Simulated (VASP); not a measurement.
# Zr3O (P6_322) in VASP: relaxation of the atoms with r2SCAN

Aim: the relaxation of the atoms of Zr3O with r2SCAN.

Program: VASP 6.6.1. These are calculated values, not measurements. Logs are shortened: lines on timing, memory, paths and dates and some standing lists are left out, and cuts for length are marked.

## Step 1: The cell of the first run

It takes space group P6_322 (No. 182, hexagonal). The conventional cell has a = 5.726 Å, b = 5.726 Å, c = 5.269 Å, α = 90.00°, β = 90.00°, γ = 120.00°. Within 3.0 Å of Zr (site symmetry 2) lie 2 O at 2.30 Å. Within 3.0 Å of O (site symmetry 32) lie 6 Zr at 2.30 Å.

## Step 2: Relaxation of the atoms, r2SCAN

Contents of POSCAR:

```
Zr3O
1.0
    5.7260902400      0.0000000000      0.0000000000
   -2.8630451200      4.9589396200      0.0000000000
    0.0000000000      0.0000000000      5.2685704800
Zr O
6 2
Direct
    0.3404985600      0.0000000000      0.0000000000
    0.3404985600      0.3404985600      0.5000000000
    0.0000000000      0.3404985600      0.0000000000
    0.6595014400      0.0000000000      0.5000000000
    0.6595014400      0.6595014400      0.0000000000
    0.0000000000      0.6595014400      0.5000000000
    0.3333333300      0.6666666700      0.2500000000
    0.6666666700      0.3333333300      0.7500000000
```

Contents of INCAR.step1:

```
SYSTEM = Zr3O
  ALGO = Normal
  EDIFF = 1E-4
  ENCUT = 520
  GGA = PE
  ISMEAR = -1
  KPAR = 4
  LASPH = .TRUE.
  LCHARG = .FALSE.
  LREAL = .FALSE.
  LWAVE = .TRUE.
  NELM = 60
  PREC = Accurate
  SIGMA = 0.1
```

Contents of INCAR.step2:

```
SYSTEM = Zr3O
  ALGO = Normal
  EDIFF = 1E-6
  EDIFFG = -0.01
  ENCUT = 520
  IBRION = 2
  ISIF = 2
  ISMEAR = -1
  ISTART = 1
  KPAR = 4
  LASPH = .TRUE.
  LCHARG = .FALSE.
  LMIXTAU = .TRUE.
  LREAL = .FALSE.
  LWAVE = .FALSE.
  METAGGA = R2SCAN
  NELM = 60
  NSW = 50
  PREC = Accurate
  SIGMA = 0.1
```

Contents of KPOINTS:

```
k-points
0
G
  7 7 7
  0 0 0
```

Potentials or basis: VASP PAW PBE potentials, release 64 (Zr_sv, O).

Started as:

```bash
cat potpaw_PBE.64/Zr_sv/POTCAR potpaw_PBE.64/O/POTCAR > POTCAR
cp INCAR.step1 INCAR
mpirun -np 4 vasp_std > vasp.out
cp INCAR.step2 INCAR
mpirun -np 4 vasp_std > vasp.out
```

OUTCAR:

```text
SYSTEM = Zr3O
   EDIFF = 1E-6
   EDIFFG = -0.01
   ENCUT = 520
   IBRION = 2
   ISIF = 2
   ISMEAR = -1
   ISTART = 1
   LASPH = .TRUE.
   LREAL = .FALSE.
   METAGGA = R2SCAN
   NELM = 60
   NSW = 50
   PREC = Accurate

 ion  position               nearest neighbor table
   1  0.340  0.000  0.000-   7 2.30   8 2.30   4 3.21   4 3.21   5 3.27   3 3.27   5 3.27   3 3.27
                             2 3.28   2 3.28   6 3.28   6 3.28   3 3.38   5 3.38
   2  0.340  0.340  0.500-   8 2.30   7 2.30   5 3.21   5 3.21   6 3.27   6 3.27   4 3.27   4 3.27
                             3 3.28   3 3.28   1 3.28   1 3.28   4 3.38   6 3.38
   3  0.000  0.340  0.000-   8 2.30   7 2.30   6 3.21   6 3.21   5 3.27   5 3.27   1 3.27   1 3.27
                             2 3.28   2 3.28   4 3.28   4 3.28   1 3.38   5 3.38
   4  0.660  0.000  0.500-   8 2.30   7 2.30   1 3.21   1 3.21   2 3.27   6 3.27   2 3.27   6 3.27
                             3 3.28   5 3.28   5 3.28   3 3.28   6 3.38   2 3.38
   5  0.660  0.660  0.000-   7 2.30   8 2.30   2 3.21   2 3.21   3 3.27   3 3.27   1 3.27   1 3.27
                             6 3.28   6 3.28   4 3.28   4 3.28   1 3.38   3 3.38
   6  0.000  0.660  0.500-   7 2.30   8 2.30   3 3.21   3 3.21   2 3.27   2 3.27   4 3.27   4 3.27
                             5 3.28   5 3.28   1 3.28   1 3.28   4 3.38   2 3.38
   7  0.333  0.667  0.250-   6 2.30   1 2.30   3 2.30   4 2.30   5 2.30   2 2.30
   8  0.667  0.333  0.750-   3 2.30   4 2.30   6 2.30   1 2.30   2 2.30   5 2.30

  LATTYP: Found a hexagonal cell.
 ALAT       =     5.7260902400
 C/A-ratio  =     0.9200991006

  Lattice vectors:

 A1 = (   5.7260902400,   0.0000000000,   0.0000000000)
 A2 = (  -2.8630451200,   4.9589396200,   0.0000000000)
 A3 = (   0.0000000000,   0.0000000000,   5.2685704800)

Analysis of symmetry for initial positions (statically):
=====================================================================
 Subroutine PRICEL returns:
 Original cell was already a primitive cell.

 Routine SETGRP: Setting up the symmetry group for a
 hexagonal supercell.

 Subroutine GETGRP returns: Found 12 space group operations
 (whereof  6 operations were pure point group operations)
 out of a pool of 24 trial point group operations.

The static configuration has the point symmetry D_3 .
 The point group associated with its full space group is D_6 .

Analysis of symmetry for dynamics (positions and initial velocities):
=====================================================================
 Subroutine PRICEL returns:
 Original cell was already a primitive cell.

 Routine SETGRP: Setting up the symmetry group for a
 hexagonal supercell.

 Subroutine GETGRP returns: Found 12 space group operations
 (whereof  6 operations were pure point group operations)
 out of a pool of 24 trial point group operations.

The dynamic configuration has the point symmetry D_3 .
 The point group associated with its full space group is D_6 .

 Subroutine INISYM returns: Found 12 space group operations
 (whereof  6 operations are pure point group operations),
 and found     1 'primitive' translations

----------------------------------------------------------------------------------------

                                     Primitive cell

  volume of cell :     149.6028

  direct lattice vectors                    reciprocal lattice vectors
     5.726090240  0.000000000  0.000000000     0.174639232  0.100828007  0.000000000
    -2.863045120  4.958939620  0.000000000     0.000000000  0.201656015  0.000000000
     0.000000000  0.000000000  5.268570480     0.000000000  0.000000000  0.189804806

  length of vectors
     5.726090240  5.726090247  5.268570480     0.201656015  0.201656015  0.189804806

  position of ions in fractional coordinates (direct lattice)
     0.340498560  0.000000000  0.000000000
     0.340498560  0.340498560  0.500000000
     0.000000000  0.340498560  0.000000000
     0.659501440  0.000000000  0.500000000
     0.659501440  0.659501440  0.000000000
     0.000000000  0.659501440  0.500000000
     0.333333330  0.666666670  0.250000000
     0.666666670  0.333333330  0.750000000

  ion indices of the primitive-cell ions
   primitive index   ion index
                 1           1
                 2           2
                 3           3
                 4           4
                 5           5
                 6           6
                 7           7
                 8           8

----------------------------------------------------------------------------------------

 KPOINTS: k-points

Automatic generation of k-mesh.
 Grid dimensions read from file:
 generate k-points for:    7    7    7

 Generating k-lattice:

  Cartesian coordinates                     Fractional coordinates (reciprocal lattice)
     0.024948462  0.014404001  0.000000000     0.142857143  0.000000000  0.000000000
     0.000000000  0.028808002  0.000000000     0.000000000  0.142857143  0.000000000
     0.000000000  0.000000000  0.027114972     0.000000000  0.000000000  0.142857143

  Length of vectors
     0.028808002  0.028808002  0.027114972

  Shift w.r.t. Gamma in fractional coordinates (k-lattice)
     0.000000000  0.000000000  0.000000000

 Subroutine IBZKPT returns following result:
 ===========================================

 Found     32 irreducible k-points:

 Following reciprocal coordinates:
            Coordinates               Weight
  0.000000  0.000000  0.000000      1.000000
  0.142857  0.000000  0.000000      6.000000
  0.285714  0.000000  0.000000      6.000000
  0.428571 -0.000000  0.000000      6.000000
  0.142857  0.142857  0.000000      6.000000
  0.285714  0.142857  0.000000     12.000000
[... 16 lines left out ...]
  0.428571  0.142857  0.285714     12.000000
  0.285714  0.285714  0.285714     12.000000
 [... further k-points ...]
   k-points           NKPTS =     32   k-points in BZ     NKDIM =     32   number of bands    NBANDS=     50
   number of dos      NEDOS =    301   number of ions     NIONS =      8
   total plane-waves  NPLWV =  92160
   dimension x,y,z NGX =    48 NGY =   48 NGZ =   40
   dimension x,y,z NGXF=    96 NGYF=   96 NGZF=   80
   ions per type =               6   2
   NGX,Y,Z   is equivalent  to a cutoff of  13.94, 13.94, 12.62 a.u.
   NGXF,Y,Z  is equivalent  to a cutoff of  27.87, 27.87, 25.24 a.u.
 SYSTEM =  Zr3O
   PREC   = accura    normal or accurate (medium, high low for compatibility)
   ISTART =      1    job   : 0-new  1-cont  2-samecut
   ICHARG =      0    charge: 1-file 2-atom 10-const
   ISPIN  =      1    spin polarized calculation?
   LNONCOLLINEAR =      F non collinear calculations
   LSORBIT =      F    spin-orbit coupling
   LASPH  =      T    aspherical Exc in radial PAW
   ENCUT  =  520.0 eV  38.22 Ry    6.18 a.u.  10.65 10.65  9.80*2*pi/ulx,y,z
   NELM   =     60;   NELMIN=  2; NELMDL=  0     # of ELM steps
   EDIFF  = 0.1E-05   stopping-criterion for ELM
   LREAL  =      F    real-space projection
   EDIFFG = -.1E-01   stopping-criterion for IOM
   NSW    =     50    number of steps for IOM
   IBRION =      2    ionic relax: 0-MD 1-quasi-New 2-CG
   NFREE  =      1    steps in history (QN), initial steepest desc. (CG)
   ISIF   =      2    stress and relaxation
   ISYM   =      2    0-nonsym 1-usesym 2-fastsym
   POTIM  = 0.5000    time-step for ionic-motion
   TEBEG  =    0.0;   TEEND  =   0.0 temperature during run
   PSTRESS=    0.0 pullay stress
   NELECT =      84.0000    total number of electrons
   NUPDOWN=      -1.0000    fix difference up-down
   EMIN   =  10.00;   EMAX   =-10.00  energy-range for DOS
   EFERMI =   0.00;   METHOD = LEGACY
   ISMEAR =    -1;   SIGMA  =   0.10  broadening in eV -4-tet -1-fermi 0-gaus
   EFERMI_NEDOS =   21; number of points for ismear=-14 and -15
   IALGO  =     38    algorithm
   IMIX   =      4    mixing-type and parameters
     AMIX     =   0.40;   BMIX     =  1.00
     AMIX_MAG =   1.60;   BMIX_MAG =  1.00
  volume/ion in A,a.u.               =      18.70       126.20
  Fermi-wavevector in a.u.,A,eV,Ry     =   1.350583  2.552232 24.818045  1.824075
  Thomas-Fermi vector in A             =   2.478076
   LORBIT       =      0    0 simple, 1 ext, 2 COOP (PROOUT), +10 PAW based schemes
   METAGGA = R2SCAN    functional components
   LHFCALC =     F    Hartree Fock is set to
   AEXX    =    0.0000 exact exchange contribution
   IVDW    =     0    specifies the selected vdW correction
   LEPSILON=     F    determine dielectric tensor
   LRPA    =     F    only Hartree local field effects (RPA)
 conjugate gradient relaxation of ions
 non-spin polarized calculation
  energy-cutoff  :      520.00
  volume of cell :      149.60
 maximum number of plane-waves:      4087
 NGX is ok and might be reduce to    48
   NGX = 21   NGY = 21   NGZ = 19

--------------------------------------- Ionic step        1  -------------------------------------------

 number of electron      83.9999995 magnetization

 Free energy of the ion-electron system (eV)
  ---------------------------------------------------
  ext. energy  EPLUGINS =         0.00000000
  ---------------------------------------------------
  free energy    TOTEN  =      -160.71994497 eV

  energy without entropy =     -160.54711173  energy(sigma->0) =     -160.63352835

------------------------ aborting loop because EDIFF is reached ----------------------------------------

  FORCE on cell =-STRESS in cart. coord.  units (eV):
  Direction    XX          YY          ZZ          XY          YZ          ZX
  --------------------------------------------------------------------------------------
  -------------------------------------------------------------------------------------
  Total       -4.9142536     -4.9142537     -4.8768644      0.0000000      0.0000000      0.0000000
  in kB      -52.6293914    -52.6293916    -52.2289702      0.0000000      0.0000000      0.0000000
  external PRESSURE =     -52.4959177 kB  Pullay stress =       0.0000000 kB
[... 69 lines left out ...]
  energy  without entropy=     -160.5473396131  energy(sigma->0) =     -160.63524411

--------------------------------------- Ionic step        3  -------------------------------------------

 number of electron      83.9999995 magnetization

 Free energy of the ion-electron system (eV)
  ---------------------------------------------------
  ext. energy  EPLUGINS =         0.00000000
  ---------------------------------------------------
  free energy    TOTEN  =      -160.72365739 eV

  energy without entropy =     -160.54616506  energy(sigma->0) =     -160.63491123

 E-fermi :   9.1602     XC(G=0): -12.1071

 val. band max:        9.1566565929   @ k =   0.2857   0.0000   0.1429
 cond. band min:       9.1688846022   @ k =   0.1429   0.1429   0.2857
 fundamental gap:      0.0122280093
 Fermi energy:         9.1601976087

 k-point     1 :       0.0000    0.0000    0.0000
  band No.  band energies     occupation
      1     -41.6261      2.00000
      2     -41.4940      2.00000
      3     -41.4858      2.00000
      4     -41.4858      2.00000
      5     -41.4702      2.00000
      6     -41.4702      2.00000
[... 1261 lines left out ...]
     49      11.3572      0.00000
     50      11.9633      0.00000

 [... further k-points ...]

------------------------ aborting loop because EDIFF is reached ----------------------------------------

  FORCE on cell =-STRESS in cart. coord.  units (eV):
  Direction    XX          YY          ZZ          XY          YZ          ZX
  --------------------------------------------------------------------------------------
  -------------------------------------------------------------------------------------
  Total       -4.6882712     -4.6882712     -4.7473586      0.0000000      0.0000000      0.0000000
  in kB      -50.2092235    -50.2092237    -50.8420220      0.0000000      0.0000000      0.0000000
  external PRESSURE =     -50.4201564 kB  Pullay stress =       0.0000000 kB
[... 23 lines left out ...]
  FREE ENERGIE OF THE ION-ELECTRON SYSTEM (eV)
  ---------------------------------------------------
  free  energy   TOTEN  =      -160.7236573913 eV

  energy  without entropy=     -160.5461650603  energy(sigma->0) =     -160.63491123

 reached required accuracy - stopping structural energy minimisation
```

It took 4.8 min on 4 MPI ranks of Intel Xeon 6975P-C (Granite Rapids), shared host; peak memory 0.44 GiB.

What came out:

```
Free energy               : -160.7237 eV
Energy gained by relaxing : 0.5 meV/atom
Ionic steps               : 3
Pressure after relaxing   : -5.0 GPa
Band gap on the k mesh    : zero (bands 42 and 43 overlap by 0.77 eV)
```

The path:
```
step  energy change (eV)  largest force (eV/Å)  pressure (GPa)
   1              0.0000                0.1277           -5.25
   2             -0.0032                0.0456           -5.12
   3             -0.0037                0.0016           -5.04
```

Final structure:
```xyz
8
Lattice="5.7261 0.0000 0.0000 -2.8630 4.9589 0.0000 0.0000 0.0000 5.2686" Properties=species:S:1:pos:R:3 pbc="T T T"
Zr    1.9593    0.0000    0.0000
Zr    0.9797    1.6968    2.6343
Zr   -0.9797    1.6968    0.0000
Zr    3.7668    0.0000    2.6343
Zr    1.8834    3.2621    0.0000
Zr   -1.8834    3.2621    2.6343
O     0.0000    3.3060    1.3171
O     2.8630    1.6530    3.9514
```

Levels at points of the mesh, in eV from the Fermi level:
```tsv
k point	band 38	band 39	band 40	band 41	band 42	band 43	band 44	band 45	band 46	band 47
(0.00, 0.00, 0.00)	-1.49	-1.12	-1.12	-0.05	0.68	0.68	0.85	0.86	0.86	1.38
```

Caveat: the PAW data sets were made with another functional, which shifts forces and pressure a little.
